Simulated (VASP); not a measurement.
A run of VASP 6.6.1:

INCAR

```
SYSTEM = PbO
PREC = Accurate
ENCUT = 520
EDIFF = 1E-6
ISMEAR = 0
SIGMA = 0.05
LREAL = .False.
LASPH = .True.
NELM = 80
ALGO = Normal
ISIF = 2
LWAVE = .False.
LCHARG = .False.
GGA = PE
IVDW = 12
NBANDS = 28
```

File KPOINTS:

```
Automatic mesh
0
Gamma
  8 8 6
  0 0 0
```

POSCAR

```
PbO
1.0
    4.2812926160      0.0000000000      0.0000000000
    0.0000000000      4.2812926160      0.0000000000
    0.0000000000      0.0000000000      4.3278284053
Pb O
2 2
Direct
    0.0000000000      0.5000000000      0.2351000000
    0.5000000000      0.0000000000      0.7649000000
    0.0000000000      0.0000000000      0.0000000000
    0.5000000000      0.5000000000      0.0000000000
```

Potentials or basis: VASP PAW PBE potentials, release 64 (Pb_d, O).

Run with:

```console
$ cat potpaw_PBE.64/Pb_d/POTCAR potpaw_PBE.64/O/POTCAR > POTCAR
$ mpirun -np 1 vasp_std > vasp.out
```

Hardware: 1 thread of Intel Xeon 8259CL (shared host).

Q: Estimate the wall time of this run.

A: Run time: 110 s on 1 thread of Intel Xeon 8259CL, with other jobs on the host, peak memory 0.26 GiB. Counts: scf iterations 14, k points 60.
